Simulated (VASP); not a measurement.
# P: single point with PBE

Crystal: P.

```
CELL_PARAMETERS angstrom
-1.69819 2.52553 1.84231
1.69819 -2.52553 1.84231
1.70760 2.53186 -1.84231
ATOMIC_POSITIONS crystal
P 0.76296 0.01296 0.75000
P 0.23704 0.98704 0.25000
```

This cell differs from its parent crystal: strained and its atoms moved.

```yaml
Program: VASP 6.6.1
Task: single point
Functional: PBE
Potentials_or_basis: VASP PAW PBE potentials, release 64 (P)
Cutoff: 520 eV
k_mesh: 14 × 14 × 14
Occupations: gaussian, width 0.1 eV
Spin: no spin polarisation
Dipole_correction: no
Further_INCAR_settings: ALGO = Normal; EDIFF = 1e-07; NBANDS = 12
```

```
Pressure               : -6.6 GPa
Largest force          : 0.578 eV/Å
Band gap on the k mesh : zero (bands 5 and 6 overlap by 1.93 eV)
```

Forces on the atoms (eV/Å):
```
P    0.000  0.000  0.578
P    0.000  0.000 -0.578
```

Stress tensor (GPa, compression positive):
```
 -1.85  -0.17   0.00
 -0.17  -7.63   0.00
  0.00   0.00 -10.39
```

Levels at points of the mesh, in eV from the Fermi level:
```csv
k point,band 3,band 4,band 5,band 6,band 7,band 8
"(0.00, 0.00, 0.00)",-2.70,-1.99,-1.54,3.75,4.46,4.46
"(0.50, 0.00, 0.00)",-1.20,-1.19,-1.17,-0.21,1.39,1.71
"(0.00, 0.50, 0.00)",-7.34,-4.96,-4.77,1.46,6.89,6.98
"(0.50, 0.50, 0.00)",-1.85,-1.85,-0.98,-0.98,0.73,0.73
"(0.00, 0.00, 0.50)",-1.82,-1.82,-0.95,-0.95,0.79,0.79
"(0.50, 0.50, 0.50)",-7.54,-5.40,-4.17,1.55,6.84,7.49
```

Run time: 3.4 min on 1 thread of Intel(R) Xeon(R) Platinum 8488C (Sapphire Rapids), on a shared host, peak memory 0.32 GiB.

Caveat: the cell differs from its parent crystal (strained and its atoms moved); the cell stands under tension.
